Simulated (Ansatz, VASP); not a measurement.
## CuB3: VASP beside Ansatz

```
CELL_PARAMETERS angstrom
3.12853 0.00000 0.00000
0.00000 3.12853 0.00000
0.00000 0.00000 3.12853
ATOMIC_POSITIONS crystal
Cu 0.00000 0.00000 0.00000
B 0.00000 0.50000 0.50000
B 0.50000 0.00000 0.50000
B 0.50000 0.50000 0.00000
```

Alike in both runs: functional PBE; k mesh 14 × 14 × 14; occupations gaussian, width 0.1 eV; no spin polarisation.

Ansatz relaxed the structure, and its values are those at the end. VASP's run is a single point on that final structure, the one shown.

|  | VASP | Ansatz |
| --- | --- | --- |
| version | VASP 6.6.1 | Ansatz 0.2.0 |
| potentials or method | VASP PAW PBE potentials, release 64 (Cu, B), cutoff 520 eV | scalar-relativistic, plane waves, PAW |
| valence electrons in the cell | 20 | 28 |

```tsv
	VASP	Ansatz	Ansatz less VASP
gap on the k mesh at the Fermi level (eV)	none	none	-
pressure (GPa)	0.0	0.0	0.00
```

A gap of «none» marks a metal or a gap that the smearing closes. VASP's potentials hold 20 valence electrons a cell and Ansatz's 28, so a difference there can come from the potentials and not from the codes.
